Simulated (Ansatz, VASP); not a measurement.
Two plane-wave programs on CsI6Br

```
CELL_PARAMETERS angstrom
7.02578 0.00000 0.00000
-0.79546 6.98060 0.00000
-0.79546 -0.89125 6.92347
ATOMIC_POSITIONS crystal
I 0.07780 0.80890 0.70420
I 0.70420 0.07780 0.80890
I 0.80890 0.70420 0.07780
I 0.92220 0.19110 0.29580
I 0.29580 0.92220 0.19110
I 0.19110 0.29580 0.92220
Cs 0.50000 0.50000 0.50000
Br 0.00000 0.00000 0.00000
```

Alike in both runs: task single point; functional PBE; k mesh 4 × 4 × 4; occupations methfessel-paxton of order 1, width 0.0982 eV; no spin polarisation.

|  | VASP | Ansatz |
| --- | --- | --- |
| version | VASP 6.6.1 | Ansatz 0.2.0 |
| potentials or method | VASP PAW PBE potentials, release 64 (I, Cs_sv, Br), cutoff 520 eV | PAW plane waves |
| valence electrons in the cell | 58 | 118 |

|  | VASP | Ansatz | Ansatz less VASP |
| --- | --- | --- | --- |
| gap on the k mesh at the Fermi level (eV) | 1.37 | 1.37 | -0.006 |
| pressure (GPa) | 9.2 | 9.2 | +0.01 |
| traceless stress, the component that is largest in VASP (GPa) | -0.31 | -0.31 | -0.003 |
| rms of the force components (eV/Å) | 1.940 | 1.943 | +0.0033 |

Atom by atom the forces differ by 0.003 eV/Å (rms over components). With one functional, cell and mesh, what is left measures potentials, basis and numerics. VASP's potentials hold 58 valence electrons a cell and Ansatz's 118, so a difference there can come from the potentials and not from the codes.

Spin-orbit coupling is off throughout.
